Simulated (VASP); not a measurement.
A run of VASP 6.6.1 is set up as follows.

Contents of INCAR:

```
SYSTEM = Rh
PREC     = Accurate       ! precision mode
ENCUT    = 520            ! plane-wave cutoff, eV
EDIFF    = 1E-7           ! SCF threshold, eV
ISMEAR   = -1             ! smearing method
SIGMA    = 0.1            ! smearing width, eV
LREAL    = .False.        ! projectors in reciprocal space
LASPH    = .True.         ! aspherical terms in the spheres
NELM     = 100            ! most SCF steps
ALGO     = Normal         ! electronic algorithm
ISIF     = 2              ! what is computed and relaxed
LWAVE    = .False.        ! write WAVECAR
LCHARG   = .False.        ! write CHGCAR
LDIPOL   = .True.       
IDIPOL   = 3            
DIPOL    = 0.5 0.5 0.500
GGA      = PE             ! functional
NBANDS   = 62             ! bands
```

File KPOINTS:

```
regular mesh
0
Gamma
  12 9 1
  0 0 0
```

File POSCAR:

```
Rh
1.0
    2.7095956933      0.0000000000      0.0000000000
    0.0000000000      3.8319469780      0.0000000000
    0.0000000000      0.0000000000     24.1288000000
Rh
7
Direct
    0.0000000000      0.0000000000      0.3315542613
    0.5000000000      0.5000000000      0.3877028409
    0.0000000000      0.0000000000      0.4438514204
    0.5000000000      0.5000000000      0.5000000000
    0.0000000000      0.0000000000      0.5561485796
    0.5000000000      0.5000000000      0.6122971591
    0.0000000000      0.0000000000      0.6684457387
```

Potentials or basis: VASP PAW PBE potentials, release 64 (Rh_pv).

Launch:

```bash
$ cat potpaw_PBE.64/Rh_pv/POTCAR > POTCAR
$ mpirun -np 1 vasp_std > vasp.out
```

(1) What does it give for the band gap on the k mesh?

(2) Estimate the largest force.

## Answers

(1) zero (an odd number of electrons rules out a gap without spin polarisation).

(2) 0.946 eV/Å.
